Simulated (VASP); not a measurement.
**AlN: single point with r2SCAN**

AlN:

```xyz
2
Lattice="0.0000 2.1889 2.1889 2.1889 0.0000 2.1889 2.1889 2.1889 0.0000" Properties=species:S:1:pos:R:3 pbc="T T T"
Al    0.0000    0.0000    0.0000
N     1.0944    1.0944    1.0944
```

```yaml
Program: VASP 6.6.1
Task: single point
Functional: r2SCAN
Potentials_or_basis: VASP PAW PBE potentials, release 64 (Al, N)
Cutoff: 660 eV
k_mesh: 10 × 10 × 10
Occupations: gaussian, width 0.02 eV
Spin: no spin polarisation
Dipole_correction: no
Further_INCAR_settings: ALGO = Normal; EDIFF = 1e-06; NBANDS = 11
```

```
Pressure               : -1.5 GPa
Band gap on the k mesh : 3.93 eV (least direct gap 4.83 eV)
```

Levels at points of the mesh, in eV from the valence-band top:
| k point | band 1 | band 2 | band 3 | band 4 | band 5 | band 6 | band 7 | band 8 | band 9 |
| --- | --- | --- | --- | --- | --- | --- | --- | --- | --- |
| (0.00, 0.00, 0.00) | -15.70 | 0.00 | 0.00 | 0.00 | 4.83 | 13.45 | 13.45 | 13.45 | 18.48 |
| (0.50, 0.00, 0.00) | -13.71 | -5.87 | -0.48 | -0.48 | 8.15 | 10.78 | 11.90 | 11.90 | 19.23 |
| (0.50, 0.50, 0.00) | -13.09 | -4.93 | -1.80 | -1.80 | 3.93 | 9.44 | 15.10 | 16.87 | 16.87 |

It took 63 s on 1 thread of Intel(R) Xeon(R) Platinum 8259CL CPU @ 2.50GHz (Skylake/Cascade Lake) (shared host), peak memory 0.16 GiB.

Caveat: the PAW data sets were made with another functional, which shifts forces and pressure a little. A k mesh can miss the band edges.
